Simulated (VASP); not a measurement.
# Be (Fm-3m) in VASP: a series of runs

The runs below take Be through single point, relaxation of cell and atoms, with PBEsol.

All numbers are computed with VASP 6.6.1; they aren't measurements. Logs are shortened: lines on timing, memory, paths and dates and some standing lists are left out, and cuts for length are marked.

## 1. The cell of the first run

The structure is cubic, space group Fm-3m (No. 225). The conventional cell has a = 3.147 Å, b = 3.147 Å, c = 3.147 Å, α = 90.00°, β = 90.00°, γ = 90.00°. Within 2.9 Å of Be (site symmetry m-3m) lie 12 Be at 2.23 Å.

This isn't the form of Be at room conditions, which is hcp.

## 2. Single point, PBEsol

INCAR reads:

```
PREC = Accurate ; ENCUT = 600
EDIFF = 1E-6 ; ISMEAR = -1
SIGMA = 0.05 ; LREAL = F
LASPH = T ; NELM = 120
ALGO = Normal ; ISIF = 2
LWAVE = F ; LCHARG = F
GGA = PS ; NBANDS = 7
GGA_COMPAT = F
```

KPOINTS reads:

```
regular mesh
0
Gamma
  23 23 23
```

POSCAR reads:

```
Be
1.0
    0.0000000000      1.5735770293      1.5735770293
    1.5735770293      0.0000000000      1.5735770293
    1.5735770293      1.5735770293      0.0000000000
Be
1
Direct
    0.0000000000      0.0000000000      0.0000000000
```

Potentials or basis: VASP PAW PBE potentials, release 64 (Be).

Command:

```console
$ cat potpaw_PBE.64/Be/POTCAR > POTCAR
$ mpirun -np 1 vasp_std > vasp.out
```

OUTCAR:

```text
PREC = Accurate
   ENCUT = 600
   EDIFF = 1E-6
   ISMEAR = -1
   LREAL = F
   LASPH = T
   NELM = 120
   ISIF = 2
   GGA = PS

 ion  position               nearest neighbor table
   1  0.000  0.000  0.000-

  LATTYP: Found a face centered cubic cell.
 ALAT       =     3.1471540586

  Lattice vectors:

 A1 = (   0.0000000000,   1.5735770293,   1.5735770293)
 A2 = (   1.5735770293,   0.0000000000,   1.5735770293)
 A3 = (   1.5735770293,   1.5735770293,   0.0000000000)

Analysis of symmetry for initial positions (statically):
=====================================================================
 Subroutine PRICEL returns:
 Original cell was already a primitive cell.

 Routine SETGRP: Setting up the symmetry group for a
 face centered cubic supercell.

 Subroutine GETGRP returns: Found 48 space group operations
 (whereof 48 operations were pure point group operations)
 out of a pool of 48 trial point group operations.

The static configuration has the point symmetry O_h .

Analysis of symmetry for dynamics (positions and initial velocities):
=====================================================================
 Subroutine PRICEL returns:
 Original cell was already a primitive cell.

 Routine SETGRP: Setting up the symmetry group for a
 face centered cubic supercell.

 Subroutine GETGRP returns: Found 48 space group operations
 (whereof 48 operations were pure point group operations)
 out of a pool of 48 trial point group operations.

The dynamic configuration has the point symmetry O_h .

 Subroutine INISYM returns: Found 48 space group operations
 (whereof 48 operations are pure point group operations),
 and found     1 'primitive' translations

----------------------------------------------------------------------------------------

                                     Primitive cell

  volume of cell :       7.7928

  direct lattice vectors                    reciprocal lattice vectors
     0.000000000  1.573577029  1.573577029    -0.317747394  0.317747394  0.317747394
     1.573577029  0.000000000  1.573577029     0.317747394 -0.317747394  0.317747394
     1.573577029  1.573577029  0.000000000     0.317747394  0.317747394 -0.317747394

  length of vectors
     2.225373976  2.225373976  2.225373976     0.550354630  0.550354630  0.550354630

  position of ions in fractional coordinates (direct lattice)
     0.000000000  0.000000000  0.000000000

  ion indices of the primitive-cell ions
[... 68 lines left out ...]
   ISPIN  =      1    spin polarized calculation?
   LNONCOLLINEAR =      F non collinear calculations
   LSORBIT =      F    spin-orbit coupling
   LASPH  =      T    aspherical Exc in radial PAW
   ENCUT  =  600.0 eV  44.10 Ry    6.64 a.u.   4.44  4.44  4.44*2*pi/ulx,y,z
   NELM   =    120;   NELMIN=  2; NELMDL= -5     # of ELM steps
   EDIFF  = 0.1E-05   stopping-criterion for ELM
   LREAL  =      F    real-space projection
   EDIFFG = 0.1E-04   stopping-criterion for IOM
   NSW    =      0    number of steps for IOM
   IBRION =     -1    ionic relax: 0-MD 1-quasi-New 2-CG
   NFREE  =      0    steps in history (QN), initial steepest desc. (CG)
   ISIF   =      2    stress and relaxation
   ISYM   =      2    0-nonsym 1-usesym 2-fastsym
   POTIM  = 0.5000    time-step for ionic-motion
   TEBEG  =    0.0;   TEEND  =   0.0 temperature during run
   PSTRESS=    0.0 pullay stress
   NELECT =       2.0000    total number of electrons
   NUPDOWN=      -1.0000    fix difference up-down
   EMIN   =  10.00;   EMAX   =-10.00  energy-range for DOS
   EFERMI =   0.00;   METHOD = LEGACY
   ISMEAR =    -1;   SIGMA  =   0.05  broadening in eV -4-tet -1-fermi 0-gaus
   EFERMI_NEDOS =   21; number of points for ismear=-14 and -15
   IALGO  =     38    algorithm
   IMIX   =      4    mixing-type and parameters
     AMIX     =   0.40;   BMIX     =  1.00
     AMIX_MAG =   1.60;   BMIX_MAG =  1.00
  volume/ion in A,a.u.               =       7.79        52.59
  Fermi-wavevector in a.u.,A,eV,Ry     =   1.040368  1.966010 14.726467  1.082365
  Thomas-Fermi vector in A             =   2.174940
   LORBIT       =      0    0 simple, 1 ext, 2 COOP (PROOUT), +10 PAW based schemes
   GGA     = PS    functional components
   LHFCALC =     F    Hartree Fock is set to
   AEXX    =    0.0000 exact exchange contribution
   IVDW    =     0    specifies the selected vdW correction
   LEPSILON=     F    determine dielectric tensor
   LRPA    =     F    only Hartree local field effects (RPA)
 non-spin polarized calculation
  energy-cutoff  :      600.00
  volume of cell :        7.79
 maximum number of plane-waves:       273
 NGX is ok and might be reduce to    18
   NGX =  9   NGY =  9   NGZ =  9

 number of electron       2.0000000 magnetization

 Free energy of the ion-electron system (eV)
  ---------------------------------------------------
  ext. energy  EPLUGINS =         0.00000000
  ---------------------------------------------------
  free energy    TOTEN  =        -3.91955088 eV

  energy without entropy =       -3.91894756  energy(sigma->0) =       -3.91924922

 E-fermi :   7.6668     XC(G=0): -10.6592

 val. band max:        7.6469637561   @ k =  -0.3478   0.3478   0.0000
 cond. band min:       7.7282673055   @ k =  -0.4783   0.0435   0.0000
 fundamental gap:      0.0813035494
 Fermi energy:         7.6667668823

 k-point     1 :       0.0000    0.0000    0.0000
  band No.  band energies     occupation
      1      -4.2921      2.00000
      2      27.2403      0.00000
      3      27.2403      0.00000
      4      27.2403      0.00000
      5      36.9480      0.00000
      6      36.9480      0.00000
      7      36.9480      0.00000
[... 221 lines left out ...]
 k-point    24 :      -0.4783    0.0435    0.0000
  band No.  band energies     occupation
      1       2.3428      2.00000
      2       7.7283      0.45236
      3      23.9443      0.00000
      4      24.0809      0.00000
      5      32.6280      0.00000
      6      34.3974      0.00000
      7      37.6553      0.00000

 [... further k-points ...]
[... 5 lines left out ...]
  --------------------------------------------------------------------------------------
  -------------------------------------------------------------------------------------
  Total        0.0175824      0.0175824      0.0175824      0.0000000      0.0000000      0.0000000
  in kB        3.6148969      3.6148969      3.6148969      0.0000000      0.0000000      0.0000000
  external PRESSURE =       3.6148969 kB  Pullay stress =       0.0000000 kB

 VOLUME and BASIS-vectors are now :
 -----------------------------------------------------------------------------
  energy-cutoff  :      600.00
  volume of cell :        7.79
      direct lattice vectors                 reciprocal lattice vectors
     0.000000000  1.573577029  1.573577029    -0.317747394  0.317747394  0.317747394
     1.573577029  0.000000000  1.573577029     0.317747394 -0.317747394  0.317747394
     1.573577029  1.573577029  0.000000000     0.317747394  0.317747394 -0.317747394

 POSITION                                       TOTAL-FORCE (eV/Angst)
 -----------------------------------------------------------------------------------
      0.00000      0.00000      0.00000        -0.000000     -0.000000      0.000000
 -----------------------------------------------------------------------------------
    total drift:                               -0.000000      0.000000     -0.000000

  FREE ENERGIE OF THE ION-ELECTRON SYSTEM (eV)
  ---------------------------------------------------
  free  energy   TOTEN  =        -3.9195508789 eV

  energy  without entropy=       -3.9189475605  energy(sigma->0) =       -3.91924922
```

stdout:

```text
POSCAR found type information on POSCAR Be
 POSCAR found :  1 types and       1 ions
 scaLAPACK will be used
 -----------------------------------------------------------------------------
|                                                                             |
|                                                                             |
|     You enforced a specific xc type in the INCAR file but a different       |
|     I HOPE YOU KNOW WHAT YOU ARE DOING!                                     |
|                                                                             |
 -----------------------------------------------------------------------------

 LDA part: xc-table for (Slater+PW92), standard interpolation
 POSCAR, INCAR and KPOINTS ok, starting setup
 FFT: planning ... GRIDC
 FFT: planning ... GRID_SOFT
 FFT: planning ... GRID
 WAVECAR not read
 entering main loop
```

Wall time 9.7 s (1 thread of Intel Xeon Platinum 8488C (Sapphire Rapids), shared host); peak memory 0.13 GiB.

Results:

| Quantity | Value |
| --- | --- |
| Free energy | -3.9196 eV |
| Pressure | 0.4 GPa |
| Band gap on the k mesh | zero (bands 1 and 2 overlap by 0.66 eV) |

Caveat: the PAW data sets were made with another functional, which shifts forces and pressure a little.

## 3. Relaxation of cell and atoms, PBEsol

This run uses another cell than the first one, of 8.12 Å³/atom.

INCAR reads:

```
SYSTEM = Be
ALGO = Normal
EDIFF = 1E-7
EDIFFG = -0.02
ENCUT = 600
GGA = PS
GGA_COMPAT = .False.
IBRION = 2
ISIF = 3
ISMEAR = -1
LASPH = .True.
LCHARG = .False.
LREAL = .False.
LWAVE = .False.
NELM = 120
NELMIN = 4
NSW = 80
PREC = Accurate
SIGMA = 0.05
```

KPOINTS reads:

```
k-points
0
Gamma
  23 23 23
  0 0 0
```

POSCAR reads:

```
Be
1.0
    0.0000000000      1.5950000000      1.5950000000
    1.5950000000      0.0000000000      1.5950000000
    1.5950000000      1.5950000000      0.0000000000
Be
1
Direct
    0.0000000000      0.0000000000      0.0000000000
```

Potentials or basis: VASP PAW PBE potentials, release 64 (Be).

Command:

```console
$ cat potpaw_PBE.64/Be/POTCAR > POTCAR
$ mpirun -np 1 vasp_std > vasp.out
```

OUTCAR:

```text
SYSTEM = Be
   EDIFF = 1E-7
   EDIFFG = -0.02
   ENCUT = 600
   GGA = PS
   IBRION = 2
   ISIF = 3
   ISMEAR = -1
   LASPH = .True.
   LREAL = .False.
   NELM = 120
   NELMIN = 4
   NSW = 80
   PREC = Accurate

 ion  position               nearest neighbor table
   1  0.000  0.000  0.000-

  LATTYP: Found a face centered cubic cell.
 ALAT       =     3.1900000000

  Lattice vectors:

 A1 = (   0.0000000000,   1.5950000000,   1.5950000000)
 A2 = (   1.5950000000,   0.0000000000,   1.5950000000)
 A3 = (   1.5950000000,   1.5950000000,   0.0000000000)

Analysis of symmetry for initial positions (statically):
=====================================================================
 Subroutine PRICEL returns:
 Original cell was already a primitive cell.

[... 242 lines left out ...]
  ext. energy  EPLUGINS =         0.00000000
  ---------------------------------------------------
  free energy    TOTEN  =        -3.91959514 eV

  energy without entropy =       -3.91898143  energy(sigma->0) =       -3.91928828

 E-fermi :   7.6367     XC(G=0): -10.6491

 val. band max:        7.6214283511   @ k =  -0.3478   0.3478   0.0000
 cond. band min:       7.6929920769   @ k =  -0.4783   0.0435   0.0000
 fundamental gap:      0.0715637258
 Fermi energy:         7.6367359334

 k-point     1 :       0.0000    0.0000    0.0000
  band No.  band energies     occupation
      1      -4.3006      2.00000
      2      27.1657      0.00000
      3      27.1657      0.00000
      4      27.1657      0.00000
      5      36.8647      0.00000
[... 177 lines left out ...]
 k-point    24 :      -0.4783    0.0435    0.0000
  band No.  band energies     occupation
      1       2.3293      2.00000
      2       7.6930      0.49012
      3      23.8780      0.00000
      4      24.0147      0.00000
      5      32.5545      0.00000

 [... further k-points ...]
[... 5 lines left out ...]
  --------------------------------------------------------------------------------------
  -------------------------------------------------------------------------------------
  Total       -0.0010225     -0.0010225     -0.0010225      0.0000000     -0.0000000      0.0000000
  in kB       -0.2095772     -0.2095772     -0.2095772      0.0000000     -0.0000000      0.0000000
  external PRESSURE =      -0.2095772 kB  Pullay stress =       0.0000000 kB
[... 16 lines left out ...]
  FREE ENERGIE OF THE ION-ELECTRON SYSTEM (eV)
  ---------------------------------------------------
  free  energy   TOTEN  =        -3.9195951354 eV

  energy  without entropy=       -3.9189814317  energy(sigma->0) =       -3.91928828

 reached required accuracy - stopping structural energy minimisation
```

OSZICAR:

```text
N       E                     dE             d eps       ncg     rms          rms(c)
DAV:   1    -0.175468005074E+01   -0.17547E+01   -0.11844E+03  3805   0.364E+02
DAV:   2    -0.391797258971E+01   -0.21633E+01   -0.20147E+01  4975   0.418E+01
DAV:   3    -0.392809953671E+01   -0.10127E-01   -0.10127E-01  4300   0.251E+00
[... 15 lines left out ...]
   2 F= -.39194846E+01 E0= -.39191680E+01  d E =-.402068E-02
       N       E                     dE             d eps       ncg     rms          rms(c)
DAV:   1    -0.391959520483E+01   -0.11056E-03   -0.45926E-04  3745   0.247E-01    0.882E-03
DAV:   2    -0.391959475284E+01    0.45199E-06   -0.35360E-07  4515   0.752E-03    0.547E-03
DAV:   3    -0.391959514439E+01   -0.39155E-06   -0.26216E-07  3860   0.841E-03    0.164E-04
DAV:   4    -0.391959513542E+01    0.89695E-08   -0.54431E-10  2030   0.285E-04
   3 F= -.39195951E+01 E0= -.39192883E+01  d E =-.413118E-02
```

CONTCAR:

```text
Be
   1.00000000000000
     0.0000000000000000    1.5751944135279534    1.5751944135279534
     1.5751944135279534   -0.0000000000000000    1.5751944135279534
     1.5751944135279534    1.5751944135279534    0.0000000000000000
  Be
     1
Direct
     0.0000000000000000    0.0000000000000000    0.0000000000000000

  0.00000000E+00  0.00000000E+00  0.00000000E+00
```

Run time: 14 s. Hardware: 1 thread of Intel Xeon Platinum 8488C (Sapphire Rapids), shared host; peak memory 0.13 GiB.

What came out:

```
Free energy                           : -3.9196 eV
Relaxed volume                        : 7.82 Å³/atom
Relaxed cell                          : a = 2.228 Å, b = 2.228 Å, c = 2.228 Å, α = 60.00°, β = 60.00°, γ = 60.00°
Space group after relaxing (to 0.1 Å) : Fm-3m (No. 225)
Energy gained by relaxing             : 4.1 meV/atom
Ionic steps                           : 3
Pressure after relaxing               : 0.0 GPa
Band gap on the k mesh                : zero (bands 1 and 2 overlap by 0.66 eV)
```

Step by step:
```tsv
step	energy change (eV)	largest force (eV/Å)	pressure (GPa)	volume (Å³)
1	0.0000	0.0000	-4.28	8.12
2	-0.0040	0.0000	-0.73	7.86
3	-0.0041	0.0000	-0.02	7.82
```

Final structure:
```yaml
crystal:
  lattice:
    - [0.00000, 1.57519, 1.57519]
    - [1.57519, 0.00000, 1.57519]
    - [1.57519, 1.57519, 0.00000]
  atoms:
    - { symbol: Be, position: [0.00000, 0.00000, 0.00000] }
```

Levels at points of the mesh, in eV from the Fermi level:
```tsv
k point	band 1	band 2	band 3	band 4	band 5
(0.00, 0.00, 0.00)	-11.94	19.53	19.53	19.53	29.23
```

Caveat: the PAW data sets were made with another functional, which shifts forces and pressure a little.

(Part 1 of 2 ends here.)
